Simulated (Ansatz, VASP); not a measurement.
AlNi2: VASP beside Ansatz

```
CELL_PARAMETERS angstrom
3.97490 0.00000 0.00000
-1.98745 3.44236 0.00000
0.00000 0.00000 4.90604
ATOMIC_POSITIONS crystal
Al 0.33333 0.66667 0.19258
Al 0.66667 0.33333 0.80742
Ni 0.33333 0.66667 0.68754
Ni 0.66667 0.33333 0.31246
Ni 0.00000 0.00000 0.50000
Ni 0.00000 0.00000 0.00000
```

Alike in both runs: task single point; functional PBEsol; k mesh 12 × 12 × 8; occupations gaussian, width 0.1 eV; no spin polarisation.

```csv
,VASP,Ansatz
version,VASP 6.6.1,Ansatz 0.2.0
potentials or method,"VASP PAW PBE potentials, release 64 (Al, Ni), cutoff 520 eV","scalar-relativistic, plane waves, PAW"
valence electrons in the cell,46,78
```

|  | VASP | Ansatz | Ansatz less VASP |
| --- | --- | --- | --- |
| gap on the k mesh at the Fermi level (eV) | none | none | - |
| pressure (GPa) | 0.1 | 0.0 | -0.14 |
| rms of the force components (eV/Å) | 0.004 | 0.000 | -0.0037 |

VASP's potentials were made for PBE, not for PBEsol. Atom by atom the forces differ by 0.004 eV/Å (rms over components). A gap of «none» marks a metal or a gap that the smearing closes. The functional is the same, so the differences come from potentials, cutoffs and numerics. VASP's potentials hold 46 valence electrons a cell and Ansatz's 78, so a difference there can come from the potentials and not from the codes.
